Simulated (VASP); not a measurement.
Wanted: the native input for a VASP 6.6.1 run.

```
Task                   : single point
Functional             : LDA
Potentials or basis    : VASP PAW LDA potentials, release 64 (K_sv)
Cutoff                 : 520 eV
k mesh                 : 12 × 12 × 12
Occupations            : fermi-dirac, width 0.08 eV
Spin                   : no spin polarisation
Dipole correction      : no
Further INCAR settings : ALGO = Normal; EDIFF = 1e-06; NBANDS = 10
```

The structure of K lies in POSCAR:

```
K
1.0
    0.0000000000      2.9022637893      2.9022637893
    2.9022637893      0.0000000000      2.9022637893
    2.9022637893      2.9022637893      0.0000000000
K
1
Direct
    0.0000000000      0.0000000000      0.0000000000
```

This isn't the form of K at room conditions, which is bcc.

One way to write it, as run:

INCAR

```
  PREC = Accurate
  ENCUT = 520
  EDIFF = 1E-6
  ISMEAR = -1
  SIGMA = 0.08
  LREAL = False
  LASPH = True
  NELM = 60
  ALGO = Normal
  ISIF = 2
  LWAVE = False
  LCHARG = True
  GGA = CA
  LELF = True
  LVHAR = True
  NBANDS = 10
```

KPOINTS

```
Automatic mesh
0
Gamma
  12 12 12
```

Potentials or basis: VASP PAW LDA potentials, release 64 (K_sv).

Run with:

```console
$ cat potpaw_LDA.64/K_sv/POTCAR > POTCAR
$ mpirun -np 1 vasp_std > vasp.out
```

It gave:

```yaml
Pressure: 2.0 GPa
Band_gap_on_the_k_mesh: zero (an odd number of electrons rules out a gap without spin polarisation)
```

Wall time 19 s on 1 thread of Intel(R) Xeon(R) Platinum 8259CL CPU @ 2.50GHz (Skylake/Cascade Lake), with other jobs on the host, peak memory 0.16 GiB.
